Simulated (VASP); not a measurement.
# SnGe2 (P-3m1) in VASP: a series of runs, part 2 of 2

VASP 6.6.1. The steps go on from the part before.

## Step 3: Single point, PBE

This run uses another cell than the first one, of 22.21 Å³/atom.

INCAR reads:

```
PREC = Accurate
ENCUT = 520
EDIFF = 1E-6
ISMEAR = 0
SIGMA = 0.1
LREAL = False
LASPH = True
NELM = 80
ALGO = Normal
ISIF = 2
LWAVE = False
LCHARG = False
GGA = PE
NBANDS = 51
```

KPOINTS reads:

```
Automatic mesh
0
Gamma
  6 6 2
```

POSCAR reads:

```
SnGe2
1.0
    3.9754554200      0.0000000000      0.0000000000
   -1.9877277100      3.4428453900      0.0000000000
    0.0000000000      0.0000000000      9.7378372800
Sn Ge
2 4
Direct
    0.6666666700      0.3333333300      0.2083333300
    0.3333333300      0.6666666700      0.7916666700
    0.3333333300      0.6666666700      0.5416666700
    0.0000000000      0.0000000000      0.8750000000
    0.6666666700      0.3333333300      0.4583333300
    0.0000000000      0.0000000000      0.1250000000
```

Potentials or basis: VASP PAW PBE potentials, release 64 (Sn_d, Ge_d).

Run with:

```console
> cat potpaw_PBE.64/Sn_d/POTCAR potpaw_PBE.64/Ge_d/POTCAR > POTCAR
> mpirun -np 1 vasp_std > vasp.out
```

OUTCAR:

```text
PREC = Accurate
   ENCUT = 520
   EDIFF = 1E-6
   ISMEAR = 0
   LREAL = False
   LASPH = True
   NELM = 80
   ISIF = 2
   GGA = PE

 ion  position               nearest neighbor table
   1  0.667  0.333  0.208-   6 2.43   6 2.43   5 2.43   6 2.43
   2  0.333  0.667  0.792-   4 2.43   4 2.43   3 2.43   4 2.43
   3  0.333  0.667  0.542-   5 2.43   2 2.43   5 2.43   5 2.43
   4  0.000  0.000  0.875-   2 2.43   2 2.43   6 2.43   2 2.43
   5  0.667  0.333  0.458-   3 2.43   1 2.43   3 2.43   3 2.43
   6  0.000  0.000  0.125-   1 2.43   1 2.43   4 2.43   1 2.43

  LATTYP: Found a hexagonal cell.
 ALAT       =     3.9754554200
 C/A-ratio  =     2.4494897442

  Lattice vectors:

 A1 = (   3.9754554200,   0.0000000000,   0.0000000000)
 A2 = (  -1.9877277100,   3.4428453900,   0.0000000000)
 A3 = (   0.0000000000,   0.0000000000,   9.7378372800)

Analysis of symmetry for initial positions (statically):
=====================================================================
 Subroutine PRICEL returns:
 Original cell was already a primitive cell.

 Routine SETGRP: Setting up the symmetry group for a
 hexagonal supercell.

 Subroutine GETGRP returns: Found 12 space group operations
 (whereof 12 operations were pure point group operations)
 out of a pool of 24 trial point group operations.

The static configuration has the point symmetry D_3d.

Analysis of symmetry for dynamics (positions and initial velocities):
=====================================================================
 Subroutine PRICEL returns:
 Original cell was already a primitive cell.

 Routine SETGRP: Setting up the symmetry group for a
 hexagonal supercell.

 Subroutine GETGRP returns: Found 12 space group operations
 (whereof 12 operations were pure point group operations)
 out of a pool of 24 trial point group operations.

The dynamic configuration has the point symmetry D_3d.

 Subroutine INISYM returns: Found 12 space group operations
 (whereof 12 operations are pure point group operations),
 and found     1 'primitive' translations

----------------------------------------------------------------------------------------

                                     Primitive cell

  volume of cell :     133.2806

  direct lattice vectors                    reciprocal lattice vectors
     3.975455420  0.000000000  0.000000000     0.251543507  0.145228712  0.000000000
    -1.987727710  3.442845390  0.000000000     0.000000000  0.290457423  0.000000000
     0.000000000  0.000000000  9.737837280     0.000000000  0.000000000  0.102692207

  length of vectors
     3.975455420  3.975455424  9.737837280     0.290457423  0.290457423  0.102692207

  position of ions in fractional coordinates (direct lattice)
     0.666666670  0.333333330  0.208333330
     0.333333330  0.666666670  0.791666670
     0.333333330  0.666666670  0.541666670
     0.000000000  0.000000000  0.875000000
     0.666666670  0.333333330  0.458333330
     0.000000000  0.000000000  0.125000000

  ion indices of the primitive-cell ions
   primitive index   ion index
                 1           1
                 2           2
                 3           3
                 4           4
                 5           5
                 6           6

[... 34 lines left out ...]
  0.333333  0.333333  0.000000      2.000000
  0.000000  0.000000  0.500000      1.000000
  0.166667  0.000000  0.500000      6.000000
  0.333333 -0.000000  0.500000      6.000000
  0.500000 -0.000000  0.500000      3.000000
  0.166667  0.166667  0.500000      6.000000
  0.333333  0.166667  0.500000     12.000000
  0.333333  0.333333  0.500000      2.000000
   k-points           NKPTS =     14   k-points in BZ     NKDIM =     14   number of bands    NBANDS=     51
   number of dos      NEDOS =    301   number of ions     NIONS =      6
   total plane-waves  NPLWV =  64800
   dimension x,y,z NGX =    30 NGY =   30 NGZ =   72
   dimension x,y,z NGXF=    60 NGYF=   60 NGZF=  144
   ions per type =               2   4
   NGX,Y,Z   is equivalent  to a cutoff of  12.55, 12.55, 12.29 a.u.
   NGXF,Y,Z  is equivalent  to a cutoff of  25.09, 25.09, 24.58 a.u.
 SYSTEM =  unknown system
   PREC   = accura    normal or accurate (medium, high low for compatibility)
   ISTART =      0    job   : 0-new  1-cont  2-samecut
   ICHARG =      2    charge: 1-file 2-atom 10-const
   ISPIN  =      1    spin polarized calculation?
   LNONCOLLINEAR =      F non collinear calculations
   LSORBIT =      F    spin-orbit coupling
   LASPH  =      T    aspherical Exc in radial PAW
   ENCUT  =  520.0 eV  38.22 Ry    6.18 a.u.   7.39  7.39 18.11*2*pi/ulx,y,z
   NELM   =     80;   NELMIN=  2; NELMDL= -5     # of ELM steps
   EDIFF  = 0.1E-05   stopping-criterion for ELM
   LREAL  =      F    real-space projection
   EDIFFG = 0.1E-04   stopping-criterion for IOM
   NSW    =      0    number of steps for IOM
   IBRION =     -1    ionic relax: 0-MD 1-quasi-New 2-CG
   NFREE  =      0    steps in history (QN), initial steepest desc. (CG)
   ISIF   =      2    stress and relaxation
   ISYM   =      2    0-nonsym 1-usesym 2-fastsym
   POTIM  = 0.5000    time-step for ionic-motion
   TEBEG  =    0.0;   TEEND  =   0.0 temperature during run
   PSTRESS=    0.0 pullay stress
   NELECT =      84.0000    total number of electrons
   NUPDOWN=      -1.0000    fix difference up-down
   EMIN   =  10.00;   EMAX   =-10.00  energy-range for DOS
   EFERMI =   0.00;   METHOD = LEGACY
   ISMEAR =     0;   SIGMA  =   0.10  broadening in eV -4-tet -1-fermi 0-gaus
   EFERMI_NEDOS =   21; number of points for ismear=-14 and -15
   IALGO  =     38    algorithm
   IMIX   =      4    mixing-type and parameters
     AMIX     =   0.40;   BMIX     =  1.00
     AMIX_MAG =   1.60;   BMIX_MAG =  1.00
  volume/ion in A,a.u.               =      22.21       149.90
  Fermi-wavevector in a.u.,A,eV,Ry     =   1.403607  2.652433 26.805021  1.970113
  Thomas-Fermi vector in A             =   2.526252
   LORBIT       =      0    0 simple, 1 ext, 2 COOP (PROOUT), +10 PAW based schemes
   GGA     = PE    functional components
   LHFCALC =     F    Hartree Fock is set to
   AEXX    =    0.0000 exact exchange contribution
   IVDW    =     0    specifies the selected vdW correction
   LEPSILON=     F    determine dielectric tensor
   LRPA    =     F    only Hartree local field effects (RPA)
 non-spin polarized calculation
 Gauss-broadening in eV      SIGMA  =   0.10
  energy-cutoff  :      520.00
  volume of cell :      133.28
 maximum number of plane-waves:      3606
 NGX is ok and might be reduce to    30
   NGX = 15   NGY = 15   NGZ = 37

 number of electron      84.0000003 magnetization

 Free energy of the ion-electron system (eV)
  ---------------------------------------------------
  ext. energy  EPLUGINS =         0.00000000
  ---------------------------------------------------
  free energy    TOTEN  =       -23.46313608 eV

  energy without entropy =      -23.46081364  energy(sigma->0) =      -23.46197486

 E-fermi :   7.3508     XC(G=0): -10.3280

 val. band max:        7.3300642084   @ k =   0.0000   0.0000   0.0000
 cond. band min:       7.5522497522   @ k =   0.5000  -0.0000   0.5000
 fundamental gap:      0.2221855438
 Fermi energy:         7.3508164989

 k-point     1 :       0.0000    0.0000    0.0000
  band No.  band energies     occupation
      1     -17.8435      2.00000
      2     -17.8435      2.00000
      3     -17.7960      2.00000
      4     -17.7717      2.00000
      5     -17.7717      2.00000
      6     -17.7455      2.00000
[... 745 lines left out ...]
     50      13.0828      0.00000
     51      13.2522      0.00000

------------------------ aborting loop because EDIFF is reached ----------------------------------------

  FORCE on cell =-STRESS in cart. coord.  units (eV):
  Direction    XX          YY          ZZ          XY          YZ          ZX
  --------------------------------------------------------------------------------------
  -------------------------------------------------------------------------------------
  Total       17.3165968     17.3165968     16.5972381     -0.0000000     -0.0000000     -0.0000000
  in kB      208.1642789    208.1642795    199.5168069     -0.0000000     -0.0000000     -0.0000000
  external PRESSURE =     205.2817884 kB  Pullay stress =       0.0000000 kB

 VOLUME and BASIS-vectors are now :
 -----------------------------------------------------------------------------
  energy-cutoff  :      520.00
  volume of cell :      133.28
      direct lattice vectors                 reciprocal lattice vectors
     3.975455420  0.000000000  0.000000000     0.251543507  0.145228712  0.000000000
    -1.987727710  3.442845390  0.000000000     0.000000000  0.290457423  0.000000000
     0.000000000  0.000000000  9.737837280     0.000000000  0.000000000  0.102692207

 POSITION                                       TOTAL-FORCE (eV/Angst)
 -----------------------------------------------------------------------------------
      1.98773      1.14762      2.02872         0.000000      0.000000     -0.141042
     -0.00000      2.29523      7.70912        -0.000000     -0.000000      0.141042
     -0.00000      2.29523      5.27466        -0.000000     -0.000000     -1.565468
      0.00000      0.00000      8.52061        -0.000000      0.000000      1.638574
      1.98773      1.14762      4.46318         0.000000     -0.000000      1.565468
      0.00000      0.00000      1.21723         0.000000     -0.000000     -1.638574
 -----------------------------------------------------------------------------------
    total drift:                                0.000000      0.000000      0.000000

  FREE ENERGIE OF THE ION-ELECTRON SYSTEM (eV)
  ---------------------------------------------------
  free  energy   TOTEN  =       -23.4631360823 eV

  energy  without entropy=      -23.4608136380  energy(sigma->0) =      -23.46197486
```

stdout:

```text
POSCAR found type information on POSCAR SnGe
 POSCAR found :  2 types and       6 ions
 scaLAPACK will be used
 LDA part: xc-table for (Slater+PW92), standard interpolation
 POSCAR, INCAR and KPOINTS ok, starting setup
 FFT: planning ... GRIDC
 FFT: planning ... GRID_SOFT
 FFT: planning ... GRID
 WAVECAR not read
 entering main loop
```

It took 40 s on 1 thread of AMD EPYC 9R45 (Zen 5), shared host; peak memory 0.24 GiB.

What came out:

| Item | Value |
| --- | --- |
| Free energy | -23.4631 eV |
| Pressure | 20.5 GPa |
| Largest force | 1.639 eV/Å |
| Band gap on the k mesh | zero (filled and empty bands touch) |

Forces in eV/Å, atoms in the order of the input:
```
Sn   0.000  0.000 -0.141
Sn   0.000  0.000  0.141
Ge   0.000  0.000 -1.565
Ge   0.000  0.000  1.639
Ge   0.000  0.000  1.565
Ge   0.000  0.000 -1.639
```

Stress tensor (GPa, compression positive):
```
20.82  0.00  0.00
 0.00 20.82  0.00
 0.00  0.00 19.95
```

Levels at points of the mesh, in eV from the Fermi level:
```csv
k point,band 40,band 41,band 42,band 43,band 44,band 45
"(0.00, 0.00, 0.00)",-0.09,-0.08,-0.02,-0.02,0.75,1.55
"(0.50, 0.00, 0.00)",-3.45,-2.38,-2.29,0.39,0.42,1.29
"(0.00, 0.00, 0.50)",-0.85,-0.49,-0.49,0.26,0.83,1.72
"(0.50, 0.00, 0.50)",-3.22,-1.70,-1.69,0.20,0.75,0.96
```

Caveat: the cell stands under pressure; semilocal functionals underestimate gaps, and a narrow one can read as zero; spin-orbit coupling is left out, which moves the levels of the heavy elements; forces of over 1 eV/Å act on the atoms, so gaps and moduli don't describe the material at rest.

The gap in the log of VASP goes by the Fermi energy; the results here count the filled bands.